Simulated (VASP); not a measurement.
Wanted: the native input for a VASP 6.6.1 run.

```
Task                   : single point
Functional             : r2SCAN
Potentials or basis    : VASP PAW PBE potentials, release 64 (In_d)
Cutoff                 : 520 eV
k mesh                 : 18 × 18 × 18
Occupations            : gaussian, width 0.1 eV
Spin                   : no spin polarisation
Dipole correction      : no
Further INCAR settings : ALGO = Normal; EDIFF = 1e-07; NBANDS = 20
```

Crystal: In.

```xyz
2
Lattice="0.0000 2.2034 5.6256 2.2029 0.0000 5.6256 2.2029 2.2034 0.0000" Properties=species:S:1:pos:R:3 pbc="T T T"
In    2.2029    2.2034    9.7156
In    2.2029    2.2034    1.5356
```

One way to write it, as run:

POSCAR

```
In
1.0
    0.0000000000      2.2034192415      5.6256004551
    2.2028917276      0.0000000000      5.6256004551
    2.2028917276      2.2034192415      0.0000000000
In
2
Direct
    0.8635180948      0.8635180948      0.1364819052
    0.1364819052      0.1364819052      0.8635180948
```

INCAR.step1

```
  PREC = Accurate
  ENCUT = 520
  ISMEAR = 0
  SIGMA = 0.1
  LREAL = F
  LASPH = T
  NELM = 60
  NBANDS = 20
  GGA = PE
  ALGO = Normal
  EDIFF = 1E-4
  LWAVE = T
  LCHARG = F
```

INCAR.step2

```
  PREC = Accurate
  ENCUT = 520
  EDIFF = 1E-7
  ISMEAR = 0
  SIGMA = 0.1
  LREAL = F
  LASPH = T
  NELM = 60
  ALGO = Normal
  ISIF = 2
  LWAVE = F
  LCHARG = F
  METAGGA = R2SCAN
  LMIXTAU = T
  NBANDS = 20
  ISTART = 1
```

KPOINTS

```
Automatic mesh
0
Gamma
  18 18 18
```

Potentials or basis: VASP PAW PBE potentials, release 64 (In_d).

Command:

```bash
$ cat potpaw_PBE.64/In_d/POTCAR > POTCAR
$ cp INCAR.step1 INCAR
$ mpirun -np 1 vasp_std > vasp.out
$ cp INCAR.step2 INCAR
$ mpirun -np 1 vasp_std > vasp.out
```

Results of the run:

```
Pressure               : 0.0 GPa
Largest force          : 0.005 eV/Å
Band gap on the k mesh : zero (bands 13 and 14 overlap by 4.65 eV)
```

Caveat: the PAW data sets were made with another functional, which shifts forces and pressure a little; spin-orbit coupling is left out, which moves the levels of the heavy elements.

Wall time 3.6 h on 1 thread of Oxide Virtual Turin-like Processor (shared host), peak memory 0.8 GiB.
